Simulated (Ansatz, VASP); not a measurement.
Two plane-wave programs on BSe

Contents of INCAR:

```
SYSTEM = BSe
ALGO = Normal
EDIFF = 1E-7
ENCUT = 520
GGA = PE
ISIF = 2
ISMEAR = 0
LASPH = .True.
LCHARG = .False.
LREAL = .False.
LWAVE = .False.
NBANDS = 28
NELM = 60
PREC = Accurate
SIGMA = 0.1
```

File KPOINTS:

```
k-points
0
Gamma
  15 15 4
  0 0 0
```

POSCAR

```
BSe
1.0
    3.3028279266      0.0000000000      0.0000000000
   -1.6514139633      2.8603328887      0.0000000000
    0.0000000000      0.0000000000     11.1964703979
B Se
4 4
Direct
    0.6666666667      0.3333333333      0.1190725354
    0.6666666667      0.3333333333      0.3809274646
    0.3333333333      0.6666666667      0.6190725354
    0.3333333333      0.6666666667      0.8809274646
    0.0000000000      0.0000000000      0.0000000000
    0.3333333333      0.6666666667      0.2500000000
    0.0000000000      0.0000000000      0.5000000000
    0.6666666667      0.3333333333      0.7500000000
```

Input for Ansatz:

```yaml
crystal:
  lattice:
    - [3.3028279266, 0.0, 0.0]
    - [-1.6514139633, 2.8603328887, 0.0]
    - [0.0, 0.0, 11.1964703979]
  atoms:
    - { symbol: B, position: [0.6666666667, 0.3333333333, 0.1190725354] }
    - { symbol: B, position: [0.6666666667, 0.3333333333, 0.3809274646] }
    - { symbol: B, position: [0.3333333333, 0.6666666667, 0.6190725354] }
    - { symbol: B, position: [0.3333333333, 0.6666666667, 0.8809274646] }
    - { symbol: Se, position: [0.0, 0.0, 0.0] }
    - { symbol: Se, position: [0.3333333333, 0.6666666667, 0.25] }
    - { symbol: Se, position: [0.0, 0.0, 0.5] }
    - { symbol: Se, position: [0.6666666667, 0.3333333333, 0.75] }
basis:
  ecutwfc: 420
kpoints:
  mp_grid: { grid: [15, 15, 4] }
  band_path:
    path:
      - [[0.0, 0.0, 0.0], [0.5, 0.0, 0.0], [0.33333333, 0.33333333, 0.0], [0.0, 0.0, 0.0], [0.0, 0.0, 0.5], [0.5, 0.0, 0.5], [0.33333333, 0.33333333, 0.5], [0.0, 0.0, 0.5]]
      - [[0.5, 0.0, 0.5], [0.5, 0.0, 0.0]]
      - [[0.33333333, 0.33333333, 0.5], [0.33333333, 0.33333333, 0.0]]
    npoints: 14
hamiltonian:
  xc: pbe
scf:
  occupations: { method: gaussian, width: 0.1 }
  n_extra_bands: 20
output:
  forces: true
  stress: true
  eigenvalues: true
  populations: true
  dos: { projected: true, de: 0.02, nscf_kmesh: { grid: [18, 18, 5] } }
  bader: true
  write_density: true
  write_potential: true
  elf: true
  volumetric_format: npy
```

Alike in both runs: task single point; functional PBE; k mesh 15 × 15 × 4; occupations gaussian, width 0.1 eV; no spin polarisation.

|  | VASP | Ansatz |
| --- | --- | --- |
| version | VASP 6.6.1 | Ansatz 0.2.0 |
| potentials or method | VASP PAW PBE potentials, release 64 (B, Se), cutoff 520 eV | scalar-relativistic, plane waves, PAW |
| valence electrons in the cell | 36 | 76 |

Ansatz gave:

| Item | Value |
| --- | --- |
| gap on the k mesh at the Fermi level (eV) | none |
| pressure (GPa) | 0.0 |

Problem. Estimate VASP's values.

Solution. gap on the k mesh at the Fermi level (eV): none; pressure (GPa): 0.1.

A gap of «none» marks a metal or a gap that the smearing closes. The functional is the same, so the differences come from potentials, cutoffs and numerics. VASP's potentials hold 36 valence electrons a cell and Ansatz's 76, so a difference there can come from the potentials and not from the codes.
